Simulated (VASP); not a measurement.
A run of VASP 6.6.1:

Contents of INCAR:

```
SYSTEM = Ca2Se
PREC     = Accurate       ! precision mode
ENCUT    = 520            ! plane-wave cutoff, eV
EDIFF    = 1E-6           ! SCF threshold, eV
ISMEAR   = 0              ! smearing method
SIGMA    = 0.1            ! smearing width, eV
LREAL    = .False.        ! projectors in reciprocal space
LASPH    = .True.         ! aspherical terms in the spheres
NELM     = 60             ! most SCF steps
ALGO     = Normal         ! electronic algorithm
ISIF     = 2              ! what is computed and relaxed
LWAVE    = .False.        ! write WAVECAR
LCHARG   = .False.        ! write CHGCAR
GGA      = PE             ! functional
NBANDS   = 20             ! bands
```

KPOINTS

```
Automatic mesh
0
Gamma
  6 6 2
  0 0 0
```

Contents of POSCAR:

```
Ca2Se
1.0
    4.0000710811     -0.0000000040      0.0000000000
   -2.0000355371      3.4641631752      0.0000000000
    0.0000000000      0.0000000000      7.2515747033
Ca Se
2 1
Direct
    0.3333333333      0.6666666667      0.7453062193
    0.3333333333      0.6666666667      0.2546937807
    0.0000000000      0.0000000000      0.0000000000
```

Potentials or basis: VASP PAW PBE potentials, release 64 (Ca_sv, Se).

The run is started by

```bash
$ cat potpaw_PBE.64/Ca_sv/POTCAR potpaw_PBE.64/Se/POTCAR > POTCAR
$ mpirun -np 1 vasp_std > vasp.out
```

Hardware: 1 thread of Intel(R) Xeon(R) Platinum 8488C (Sapphire Rapids), with other jobs on the host.

**Question.** Estimate the wall time of this run.

**Answer.** Run time: 26 s on 1 thread of Intel(R) Xeon(R) Platinum 8488C (Sapphire Rapids), on a shared host, peak memory 0.21 GiB. Counts: scf iterations 12, k points 14.
